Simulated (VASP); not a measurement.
# Si16N in VASP: single point with PBE

Aim: the single point of Si16N with PBE.

All numbers are computed with VASP 6.6.1; they aren't measurements. Logs are shortened: lines on timing, memory, paths and dates and some standing lists are left out, and cuts for length are marked.

## (1) The cell of the first run

The cell holds a slab with vacuum, 17 atoms: a = 7.702 Å, b = 6.365 Å, c = 19.753 Å, α = 90.00°, β = 90.00°, γ = 90.00°.

## (2) Single point, PBE, collinear spin, ferromagnetic start

Contents of INCAR:

```
  ALGO = Normal
  DIPOL = 0.5 0.5 0.324
  EDIFF = 1E-6
  ENCUT = 520
  GGA = PE
  IDIPOL = 3
  ISIF = 2
  ISMEAR = 0
  ISPIN = 2
  KPAR = 4
  LASPH = True
  LCHARG = True
  LDIPOL = True
  LORBIT = 11
  LREAL = Auto
  LVACPOTAV = True
  LVHAR = True
  LWAVE = False
  MAGMOM = 0 0 0 0 0 0 0 0 0 0 0 0 0 0 0 0 3
  NBANDS = 52
  NELM = 150
  PREC = Accurate
  SIGMA = 0.05
```

Contents of KPOINTS:

```
k-points
0
Gamma
  4 4 1
```

Contents of POSCAR:

```
Si16N
1.0
    7.7021644573      0.0000000000      0.0000000000
    0.0000000000      6.3646810416      0.0000000000
    0.0000000000      0.0000000000     19.7525435307
Si N
16 1
Direct
    0.0000000000      0.9370679285      0.2025055656
    0.5000000000      0.9370679285      0.2025055656
    0.0000000000      0.5629320715      0.2025055656
    0.5000000000      0.5629320715      0.2025055656
    0.2500000000      0.4370679285      0.2587875163
    0.7500000000      0.4370679285      0.2587875163
    0.2500000000      0.0629320715      0.2587875163
    0.7500000000      0.0629320715      0.2587875163
    0.2500000000      0.9333044702      0.3720589481
    0.7500000000      0.9333044702      0.3720589481
    0.2500000000      0.5666955298      0.3720589481
    0.7500000000      0.5666955298      0.3720589481
    0.0000000000      0.4259907582      0.4177964989
    0.5000000000      0.4259907582      0.4177964989
    0.0000000000      0.0740092418      0.4177964989
    0.5000000000      0.0740092418      0.4177964989
    0.0833333333      0.4259907582      0.4994101431
```

Potentials or basis: VASP PAW PBE potentials, release 64 (Si, N).

Command:

```
> cat potpaw_PBE.64/Si/POTCAR potpaw_PBE.64/N/POTCAR > POTCAR
> mpirun -np 4 vasp_std > vasp.out
```

OUTCAR:

```text
EDIFF = 1E-6
   ENCUT = 520
   GGA = PE
   ISIF = 2
   ISMEAR = 0
   ISPIN = 2
   LASPH = True
   LORBIT = 11
   LREAL = Auto
   NELM = 150
   PREC = Accurate

 ion  position               nearest neighbor table
   1  0.000  0.937  0.203-   7 2.36   8 2.36   3 2.38
   2  0.500  0.937  0.203-   7 2.36   8 2.36   4 2.38
   3  0.000  0.563  0.203-   5 2.36   6 2.36   1 2.38
   4  0.500  0.563  0.203-   5 2.36   6 2.36   2 2.38
   5  0.250  0.437  0.259-   3 2.36   4 2.36   7 2.38  11 2.38
   6  0.750  0.437  0.259-   3 2.36   4 2.36   8 2.38  12 2.38
   7  0.250  0.063  0.259-   1 2.36   2 2.36   5 2.38   9 2.38
   8  0.750  0.063  0.259-   1 2.36   2 2.36   6 2.38  10 2.38
   9  0.250  0.933  0.372-  15 2.31  16 2.31  11 2.33   7 2.38
  10  0.750  0.933  0.372-  15 2.31  16 2.31  12 2.33   8 2.38
  11  0.250  0.567  0.372-  13 2.31  14 2.31   9 2.33   5 2.38
  12  0.750  0.567  0.372-  13 2.31  14 2.31  10 2.33   6 2.38
  13  0.000  0.426  0.418-  17 1.74  15 2.24  11 2.31  12 2.31
  14  0.500  0.426  0.418-  16 2.24  12 2.31  11 2.31
  15  0.000  0.074  0.418-  13 2.24  10 2.31   9 2.31
  16  0.500  0.074  0.418-  14 2.24  10 2.31   9 2.31
  17  0.083  0.426  0.499-  13 1.74

  LATTYP: Found a simple orthorhombic cell.
 ALAT       =     6.3646810416
 B/A-ratio  =     1.2101414677
 C/A-ratio  =     3.1034616506

  Lattice vectors:

 A1 = (   0.0000000000,  -6.3646810416,   0.0000000000)
 A2 = (   7.7021644573,   0.0000000000,   0.0000000000)
 A3 = (   0.0000000000,   0.0000000000,  19.7525435307)

Analysis of symmetry for initial positions (statically):
=====================================================================
 Subroutine PRICEL returns:
 Original cell was already a primitive cell.

 Routine SETGRP: Setting up the symmetry group for a
 simple orthorhombic supercell.

 Subroutine GETGRP returns: Found  1 space group operations
 (whereof  1 operations were pure point group operations)
 out of a pool of  8 trial point group operations.

The static configuration has the point symmetry C_1 .

Analysis of symmetry for dynamics (positions and initial velocities):
=====================================================================
 Subroutine PRICEL returns:
 Original cell was already a primitive cell.

 Routine SETGRP: Setting up the symmetry group for a
 simple orthorhombic supercell.

 Subroutine GETGRP returns: Found  1 space group operations
 (whereof  1 operations were pure point group operations)
 out of a pool of  8 trial point group operations.

The dynamic configuration has the point symmetry C_1 .

Analysis of structural, dynamic, and magnetic symmetry:
=====================================================================
 Subroutine PRICEL returns:
 Original cell was already a primitive cell.

 Routine SETGRP: Setting up the symmetry group for a
 simple orthorhombic supercell.

 Subroutine GETGRP returns: Found  1 space group operations
 (whereof  1 operations were pure point group operations)
 out of a pool of  8 trial point group operations.

The overall configuration has the point symmetry C_1 .

 Subroutine INISYM returns: Found  1 space group operations
 (whereof  1 operations are pure point group operations),
 and found     1 'primitive' translations

----------------------------------------------------------------------------------------

                                     Primitive cell

  volume of cell :     968.3056

  direct lattice vectors                    reciprocal lattice vectors
     7.702164457  0.000000000  0.000000000     0.129833634  0.000000000  0.000000000
     0.000000000  6.364681042  0.000000000     0.000000000  0.157117064  0.000000000
     0.000000000  0.000000000 19.752543531     0.000000000  0.000000000  0.050626391

  length of vectors
     7.702164457  6.364681042 19.752543531     0.129833634  0.157117064  0.050626391

  position of ions in fractional coordinates (direct lattice)
     0.000000000  0.937067928  0.202505566
     0.500000000  0.937067928  0.202505566
     0.000000000  0.562932072  0.202505566
     0.500000000  0.562932072  0.202505566
     0.250000000  0.437067928  0.258787516
     0.750000000  0.437067928  0.258787516
[... 9 lines left out ...]
     0.500000000  0.074009242  0.417796499
     0.083333333  0.425990758  0.499410143
[... 69 lines left out ...]
   ISTART =      0    job   : 0-new  1-cont  2-samecut
   ICHARG =      2    charge: 1-file 2-atom 10-const
   ISPIN  =      2    spin polarized calculation?
   LNONCOLLINEAR =      F non collinear calculations
   LSORBIT =      F    spin-orbit coupling
   LASPH  =      T    aspherical Exc in radial PAW
   ENCUT  =  520.0 eV  38.22 Ry    6.18 a.u.  14.32 11.83 36.73*2*pi/ulx,y,z
   NELM   =    150;   NELMIN=  2; NELMDL= -5     # of ELM steps
   EDIFF  = 0.1E-05   stopping-criterion for ELM
   LREAL  =      T    real-space projection
   EDIFFG = 0.1E-04   stopping-criterion for IOM
   NSW    =      0    number of steps for IOM
   IBRION =     -1    ionic relax: 0-MD 1-quasi-New 2-CG
   NFREE  =      0    steps in history (QN), initial steepest desc. (CG)
   ISIF   =      2    stress and relaxation
   ISYM   =      2    0-nonsym 1-usesym 2-fastsym
   POTIM  = 0.5000    time-step for ionic-motion
   TEBEG  =    0.0;   TEEND  =   0.0 temperature during run
   PSTRESS=    0.0 pullay stress
   NELECT =      69.0000    total number of electrons
   NUPDOWN=      -1.0000    fix difference up-down
   EMIN   =  10.00;   EMAX   =-10.00  energy-range for DOS
   EFERMI =   0.00;   METHOD = LEGACY
   ISMEAR =     0;   SIGMA  =   0.05  broadening in eV -4-tet -1-fermi 0-gaus
   EFERMI_NEDOS =   21; number of points for ismear=-14 and -15
   IALGO  =     38    algorithm
   IMIX   =      4    mixing-type and parameters
     AMIX     =   0.40;   BMIX     =  1.00
     AMIX_MAG =   1.60;   BMIX_MAG =  1.00
  volume/ion in A,a.u.               =      56.96       384.38
  Fermi-wavevector in a.u.,A,eV,Ry     =   0.678714  1.282584  6.267567  0.460653
  Thomas-Fermi vector in A             =   1.756699
   LORBIT       =     11    0 simple, 1 ext, 2 COOP (PROOUT), +10 PAW based schemes
   GGA     = PE    functional components
   LHFCALC =     F    Hartree Fock is set to
   AEXX    =    0.0000 exact exchange contribution
   IVDW    =     0    specifies the selected vdW correction
   LEPSILON=     F    determine dielectric tensor
   LRPA    =     F    only Hartree local field effects (RPA)
 spin polarized calculation
 Gauss-broadening in eV      SIGMA  =   0.05
  energy-cutoff  :      520.00
  volume of cell :      968.31
 maximum number of plane-waves:     26115
 NGX is ok and might be reduce to    60
   NGX = 29   NGY = 23   NGZ = 73

 dipolmoment           0.000000      0.000000     -0.275383 electrons x Angstroem

 number of electron      68.9999999 magnetization       0.1406907

 number of electron      68.9999999 magnetization      -1.3291860

 dipolmoment           0.000000      0.000000      0.243222 electrons x Angstroem

 Free energy of the ion-electron system (eV)
  ---------------------------------------------------
  ext. energy  EPLUGINS =         0.00000000
  ---------------------------------------------------
  free energy    TOTEN  =       -84.47390518 eV

  energy without entropy =      -84.46806080  energy(sigma->0) =      -84.47098299

 E-fermi :  -1.4308     XC(G=0):  -3.9875

 val. band max:       -1.4499680327   @ k =   0.0000   0.0000   0.0000
 cond. band min:      -1.4229306152   @ k =   0.5000   0.0000   0.0000
 fundamental gap:      0.0270374175
 Fermi energy:        -1.4307770410

 spin component 1

 k-point     1 :       0.0000    0.0000    0.0000
  band No.  band energies     occupation
      1     -14.5806      1.00000
      2     -12.8149      1.00000
      3     -11.5812      1.00000
      4     -11.3115      1.00000
      5     -10.6556      1.00000
      6     -10.1676      1.00000
[... 479 lines left out ...]
     45       1.9385      0.00000
     46       2.0237      0.00000
 Fermi energy:        -1.4307770410

 spin component 2

 k-point     1 :       0.0000    0.0000    0.0000
  band No.  band energies     occupation
      1     -16.0176      1.00000
      2     -12.8980      1.00000
      3     -11.6229      1.00000
      4     -11.3346      1.00000
      5     -10.6628      1.00000
      6     -10.2591      1.00000
[... 479 lines left out ...]
     45       1.9149      0.00000
     46       1.9967      0.00000
 [bands above 46 left out]

------------------------ aborting loop because EDIFF is reached ----------------------------------------

  FORCE on cell =-STRESS in cart. coord.  units (eV):
  Direction    XX          YY          ZZ          XY          YZ          ZX
  --------------------------------------------------------------------------------------
  -------------------------------------------------------------------------------------
  Total        3.0509595      0.0624657     -2.0298313     -0.2168649     -0.5850398     -0.4867555
  in kB        5.0481769      0.1033569     -3.3585983     -0.3588289     -0.9680183     -0.8053951
  external PRESSURE =       0.5976451 kB  Pullay stress =       0.0000000 kB

 VOLUME and BASIS-vectors are now :
 -----------------------------------------------------------------------------
  energy-cutoff  :      520.00
  volume of cell :      968.31
      direct lattice vectors                 reciprocal lattice vectors
     7.702164457  0.000000000  0.000000000     0.129833634  0.000000000  0.000000000
     0.000000000  6.364681042  0.000000000     0.000000000  0.157117064  0.000000000
     0.000000000  0.000000000 19.752543531     0.000000000  0.000000000  0.050626391

 POSITION                                       TOTAL-FORCE (eV/Angst)
 -----------------------------------------------------------------------------------
      0.00000      5.96414      4.00000         0.003307     -0.806440      0.608654
      3.85108      5.96414      4.00000         0.017206     -0.574521      0.555340
      0.00000      3.58288      4.00000         0.005229      0.795096      0.599239
      3.85108      3.58288      4.00000        -0.053208      0.552000      0.574833
      1.92554      2.78180      5.11171         0.093203      0.014819     -0.634837
      5.77662      2.78180      5.11171        -0.022176      0.009430     -0.510109
[... 9 lines left out ...]
      3.85108      0.47105      8.25254        -0.003532      0.083998     -0.008569
      0.64185      2.71130      9.86462        -0.230875     -0.165245      0.066393
 -----------------------------------------------------------------------------------
    total drift:                               -0.000178     -0.000510     -0.031340

  FREE ENERGIE OF THE ION-ELECTRON SYSTEM (eV)
  ---------------------------------------------------
  free  energy   TOTEN  =       -84.4739051849 eV

  energy  without entropy=      -84.4680607991  energy(sigma->0) =      -84.47098299

 vacuum level on the upper side and lower side of the slab         4.179         3.281

 total charge

# of ion       s       p       d       tot
------------------------------------------
    1        0.792   0.836   0.000   1.628
    2        0.796   0.833   0.000   1.629
    3        0.793   0.837   0.000   1.629
    4        0.793   0.836   0.000   1.629
    5        0.762   0.891   0.000   1.654
    6        0.759   0.894   0.000   1.653
[... 9 lines left out ...]
   16        0.785   0.898   0.000   1.683
   17        1.334   2.154   0.000   3.488
--------------------------------------------------
tot         13.722  16.433   0.000  30.155

 magnetization (x)

# of ion       s       p       d       tot
------------------------------------------
    1       -0.005  -0.030   0.000  -0.036
    2       -0.013  -0.076   0.000  -0.089
    3        0.006   0.031   0.000   0.038
    4        0.011   0.060   0.000   0.071
    5       -0.003  -0.007   0.000  -0.010
    6       -0.001  -0.003   0.000  -0.004
[... 9 lines left out ...]
   16        0.002   0.007   0.000   0.009
   17       -0.020  -0.855   0.000  -0.874
--------------------------------------------------
tot         -0.030  -0.863   0.000  -0.893
```

Run time: 31 min. Hardware: 4 MPI ranks of Oxide Virtual Turin-like, shared host; peak memory 1.6 GiB.

What came out:

```yaml
Free_energy: -84.4739 eV
Largest_force: 1.010 eV/Å
Net_moment: -1.33 μB per cell
Site_moments: Si -0.04, -0.09, +0.04, +0.07, -0.01, -0.00, +0.01, -0.02, -0.03, +0.03 (each value once); N -0.87 μB
Valence_electrons_inside_the_program's_atomic_spheres: Si 1.63, 1.65, 1.69, 1.70, 1.75, 1.68 (each value once); N 3.49
```

Forces in eV/Å, atoms in the order of the input:
```
Si   0.003 -0.806  0.609
Si   0.017 -0.575  0.555
Si   0.005  0.795  0.599
Si  -0.053  0.552  0.575
Si   0.093  0.015 -0.635
Si  -0.022  0.009 -0.510
Si  -0.015  0.010 -0.603
Si   0.037  0.035 -0.607
Si  -0.094 -0.013  0.039
Si   0.005 -0.039  0.107
Si   0.233  0.137 -0.404
Si  -0.213  0.187 -0.233
Si   0.132  0.487  0.489
Si  -0.065 -0.116 -0.020
Si   0.170 -0.598 -0.020
Si  -0.004  0.084 -0.009
N   -0.231 -0.165  0.066
```

Levels at points of the mesh, in eV from the Fermi level:
Spin up:
```tsv
k point	band 30	band 31	band 32	band 33	band 34	band 35	band 36	band 37	band 38	band 39
(0.00, 0.00, 0.00)	-1.07	-0.88	-0.61	-0.23	-0.02	0.24	0.30	0.79	0.90	1.29
(0.50, 0.00, 0.00)	-1.52	-1.13	-0.71	-0.14	0.01	0.32	0.57	0.89	1.00	1.40
(0.00, 0.50, 0.00)	-1.12	-1.07	-0.98	-0.75	-0.36	0.17	0.36	0.57	0.82	1.16
(0.50, 0.50, 0.00)	-1.70	-0.68	-0.60	-0.51	-0.29	0.05	0.23	0.59	0.80	0.94
```
Spin down:
| k point | band 31 | band 32 | band 33 | band 34 | band 35 | band 36 | band 37 | band 38 | band 39 | band 40 |
| --- | --- | --- | --- | --- | --- | --- | --- | --- | --- | --- |
| (0.00, 0.00, 0.00) | -1.02 | -0.84 | -0.66 | -0.14 | -0.07 | -0.02 | 0.36 | 0.79 | 1.26 | 1.66 |
| (0.50, 0.00, 0.00) | -1.28 | -1.07 | -0.89 | -0.56 | -0.14 | 0.43 | 0.79 | 0.94 | 1.37 | 1.92 |
| (0.00, 0.50, 0.00) | -1.10 | -0.99 | -0.87 | -0.79 | -0.65 | -0.08 | 0.39 | 0.78 | 1.00 | 1.60 |
| (0.50, 0.50, 0.00) | -1.42 | -1.07 | -0.64 | -0.47 | -0.36 | 0.13 | 0.42 | 0.52 | 0.61 | 2.18 |
